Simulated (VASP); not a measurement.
A run of VASP 6.6.1 is set up as follows.

The input INCAR:

```
SYSTEM = Sr2TiPd3
  PREC = Accurate
  ENCUT = 520
  EDIFF = 1E-6
  ISMEAR = 0
  SIGMA = 0.1
  LREAL = .FALSE.
  LASPH = .TRUE.
  NELM = 150
  ALGO = Normal
  ISIF = 2
  LWAVE = .FALSE.
  LCHARG = .FALSE.
  ISPIN = 2
  MAGMOM = 0 0 1 1 1 1
  LORBIT = 11
  LMAXMIX = 4
  GGA = PE
  NBANDS = 44
```

File KPOINTS:

```
Automatic mesh
0
G
  3 3 4
  0 0 0
```

Contents of POSCAR:

```
Sr2TiPd3
1.0
    5.9467451915      0.0000000000      0.0000000000
   -2.9733725957      5.1500324057      0.0000000000
    0.0000000000      0.0000000000      4.7523401807
Sr Ti Pd
2 1 3
Direct
    0.3333333333      0.6666666667      0.5000000000
    0.6666666667      0.3333333333      0.5000000000
    0.0000000000      0.0000000000      0.5000000000
    0.5000000000      0.0000000000      0.0000000000
    0.0000000000      0.5000000000      0.0000000000
    0.5000000000      0.5000000000      0.0000000000
```

Potentials or basis: VASP PAW PBE potentials, release 64 (Sr_sv, Ti_sv, Pd).

Command:

```sh
$ cat potpaw_PBE.64/Sr_sv/POTCAR potpaw_PBE.64/Ti_sv/POTCAR potpaw_PBE.64/Pd/POTCAR > POTCAR
$ mpirun -np 1 vasp_std > vasp.out
```

**Question.** Estimate the band gap on the k mesh.

**Answer.** Zero (filled and empty bands overlap).

**Question.** Estimate the net moment.

**Answer.** 0.00 μB per cell.

**Question.** Estimate the pressure.

**Answer.** 0.3 GPa.

Stress tensor (GPa, compression positive):
```
-0.21  0.00  0.00
 0.00 -0.21  0.00
 0.00  0.00  1.33
```

Caveat: the k points lie up to 0.41 Å⁻¹ apart, too coarse for converged energies and pressures of a metal.
